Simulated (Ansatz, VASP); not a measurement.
One calculation of SiC, two programs

INCAR

```
SYSTEM = SiC
PREC     = Accurate       ! precision mode
ENCUT    = 520            ! plane-wave cutoff, eV
EDIFF    = 1E-6           ! SCF threshold, eV
ISMEAR   = 0              ! smearing method
SIGMA    = 0.05           ! smearing width, eV
LREAL    = .FALSE.        ! projectors in reciprocal space
LASPH    = .TRUE.         ! aspherical terms in the spheres
NELM     = 60             ! most SCF steps
ALGO     = Normal         ! electronic algorithm
ISIF     = 2              ! what is computed and relaxed
LWAVE    = .FALSE.        ! write WAVECAR
LCHARG   = .TRUE.         ! write CHGCAR
LELF     = .TRUE.         ! ELF
LVHAR    = .TRUE.       
NBANDS   = 26             ! bands
```

File KPOINTS:

```
regular mesh
0
G
  10 10 3
  0 0 0
```

Contents of POSCAR:

```
SiC
1.0
   -3.0759982064      0.0000000000      0.0000000000
   -1.5379991032     -2.6638925888      0.0000000000
   -0.3075998206      0.0000000000     10.0960000000
Si C
4 4
Direct
    0.2679583333      0.3333333333      0.6537500000
    0.3179583333      0.3333333333      0.1537500000
    0.5762916667      0.6666666667      0.9037500000
    0.6262916667      0.6666666667      0.4037500000
    0.2487083333      0.3333333333      0.8462500000
    0.2987083333      0.3333333333      0.3462500000
    0.6570416667      0.6666666667      0.0962500000
    0.6070416667      0.6666666667      0.5962500000
```

Input for Ansatz:

```yaml
crystal:
  lattice:
    - [-3.0759982064, 0.0, 0.0]
    - [-1.5379991032, -2.6638925888, 0.0]
    - [-0.3075998206, 0.0, 10.096]
  atoms:
    - { symbol: Si, position: [0.2679583333, 0.3333333333, 0.65375] }
    - { symbol: Si, position: [0.3179583333, 0.3333333333, 0.15375] }
    - { symbol: Si, position: [0.5762916667, 0.6666666667, 0.90375] }
    - { symbol: Si, position: [0.6262916667, 0.6666666667, 0.40375] }
    - { symbol: C, position: [0.2487083333, 0.3333333333, 0.84625] }
    - { symbol: C, position: [0.2987083333, 0.3333333333, 0.34625] }
    - { symbol: C, position: [0.6570416667, 0.6666666667, 0.09625] }
    - { symbol: C, position: [0.6070416667, 0.6666666667, 0.59625] }
basis:
  ecutwfc: 420
kpoints:
  mp_grid: { grid: [10, 10, 3] }
hamiltonian:
  xc: lda
scf:
  occupations: { method: gaussian, width: 0.05 }
output:
  forces: true
  stress: true
  eigenvalues: true
```

Alike in both runs: task single point; functional LDA; k mesh 10 × 10 × 3; occupations gaussian, width 0.05 eV; no spin polarisation.

|  | VASP | Ansatz |
| --- | --- | --- |
| version | VASP 6.6.1 | Ansatz 0.2.0 |
| potentials or method | VASP PAW LDA potentials, release 64 (Si, C), cutoff 520 eV | scalar-relativistic, plane waves, PAW |
| valence electrons in the cell | 32 | 32 |

|  | VASP | Ansatz | Ansatz less VASP |
| --- | --- | --- | --- |
| gap on the k mesh at the Fermi level (eV) | 2.21 | 2.22 | +0.013 |
| least direct gap on the mesh (eV) | 3.90 | 3.91 | +0.015 |
| pressure (GPa) | -3.7 | -4.1 | -0.39 |
| traceless stress, the component that is largest in VASP (GPa) | 4.37 | 4.36 | -0.003 |
| rms of the force components (eV/Å) | 0.489 | 0.488 | -0.0008 |

LDA's correlation is that of Perdew and Zunger in VASP and of Perdew and Wang (1992) in Ansatz. Atom by atom the forces differ by 0.001 eV/Å (rms over components).
